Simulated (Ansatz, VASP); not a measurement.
**KRe: VASP beside Ansatz**

```
K Re
1.0
     3.63591    0.00000    0.00000
     0.00000    3.63591    0.00000
     0.00000    0.00000    3.63591
K Re
1 1
Direct
  0.00000 0.00000 0.00000
  0.50000 0.50000 0.50000
```

Alike in both runs: functional PBE; k mesh 16 × 16 × 16; occupations gaussian, width 0.1 eV; no spin polarisation.

Ansatz relaxed the structure, and its values are those at the end. VASP's run is a single point on that final structure, the one shown.

|  | VASP | Ansatz |
| --- | --- | --- |
| version | VASP 6.6.1 | Ansatz 0.2.0 |
| potentials or method | VASP PAW PBE potentials, release 64 (K_sv, Re), cutoff 520 eV | scalar-relativistic, plane waves, PAW |
| valence electrons in the cell | 16 | 24 |

VASP gave:

```
gap on the k mesh at the Fermi level (eV) : none
pressure (GPa)                            : 0.1
```

**Question.** Estimate Ansatz's values.

**Answer.** gap on the k mesh at the Fermi level (eV): none; pressure (GPa): 0.0.

A gap of «none» marks a metal or a gap that the smearing closes. The functional is the same, so the differences come from potentials, cutoffs and numerics. VASP's potentials hold 16 valence electrons a cell and Ansatz's 24, so a difference there can come from the potentials and not from the codes.

Spin-orbit coupling is off throughout.
